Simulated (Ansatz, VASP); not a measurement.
# Ta4O in VASP and in Ansatz

Contents of INCAR:

```
SYSTEM = Ta4O
  PREC = Accurate
  ENCUT = 520
  EDIFF = 1E-7
  ISMEAR = 0
  SIGMA = 0.15
  LREAL = .False.
  LASPH = .True.
  NELM = 80
  ALGO = Fast
  ISIF = 2
  LWAVE = .False.
  LCHARG = .False.
  GGA = PE
  NBANDS = 61
```

The input KPOINTS:

```
regular mesh
0
Gamma
  14 14 4
  0 0 0
```

Contents of POSCAR:

```
Ta4O
1.0
   -3.2547070438      0.0000000000      0.0000000000
    0.0000000000     -3.2547070438      0.0000000000
    0.0000000000      0.0000000000     20.7907733139
Ta O
8 2
Direct
    1.0000000000      1.0000000000      0.0503322890
    1.0000000000      1.0000000000      0.4060375120
    0.5000000000      0.5000000000      0.1509658243
    0.5000000000      0.5000000000      0.5066710473
    0.5000000000      0.5000000000      0.6611091997
    0.5000000000      0.5000000000      0.3054039767
    1.0000000000      0.0000000000      0.5838901235
    1.0000000000      0.0000000000      0.2281849005
    0.5000000000      0.5000000000      0.0503322890
    0.5000000000      0.5000000000      0.4060375120
```

Input for Ansatz:

```yaml
crystal:
  lattice:
    - [-3.2547070438, 0.0, 0.0]
    - [0.0, -3.2547070438, 0.0]
    - [0.0, 0.0, 20.7907733139]
  atoms:
    - { symbol: Ta, position: [1.0, 1.0, 0.050332289] }
    - { symbol: Ta, position: [1.0, 1.0, 0.406037512] }
    - { symbol: Ta, position: [0.5, 0.5, 0.1509658243] }
    - { symbol: Ta, position: [0.5, 0.5, 0.5066710473] }
    - { symbol: Ta, position: [0.5, 0.5, 0.6611091997] }
    - { symbol: Ta, position: [0.5, 0.5, 0.3054039767] }
    - { symbol: Ta, position: [1.0, 0.0, 0.5838901235] }
    - { symbol: Ta, position: [1.0, 0.0, 0.2281849005] }
    - { symbol: O, position: [0.5, 0.5, 0.050332289] }
    - { symbol: O, position: [0.5, 0.5, 0.406037512] }
basis:
  ecutwfc: 420
kpoints:
  mp_grid: { grid: [14, 14, 4] }
hamiltonian:
  xc: pbe
scf:
  occupations: { method: gaussian, width: 0.15 }
output:
  forces: true
  stress: true
  eigenvalues: true
  write_density: true
  write_potential: true
  elf: true
  volumetric_format: npy
```

Alike in both runs: task single point; functional PBE; k mesh 14 × 14 × 4; occupations gaussian, width 0.15 eV; no spin polarisation.

|  | VASP | Ansatz |
| --- | --- | --- |
| version | VASP 6.6.1 | Ansatz 0.2.0 |
| potentials or method | VASP PAW PBE potentials, release 64 (Ta_pv, O), cutoff 520 eV | scalar-relativistic, plane waves, PAW |
| valence electrons in the cell | 100 | 116 |

|  | VASP | Ansatz | Ansatz less VASP |
| --- | --- | --- | --- |
| gap on the k mesh at the Fermi level (eV) | none | none | - |
| rms of the force components (eV/Å) | 0.600 | 0.600 | +0.0001 |

Atom by atom the forces differ by 0.014 eV/Å (rms over components). A gap of «none» marks a metal or a gap that the smearing closes. The functional is the same, so the differences come from potentials, cutoffs and numerics. VASP's potentials hold 100 valence electrons a cell and Ansatz's 116, so a difference there can come from the potentials and not from the codes. Ansatz's warnings: xc potential rough in thin density.

Neither program's run includes spin-orbit coupling.
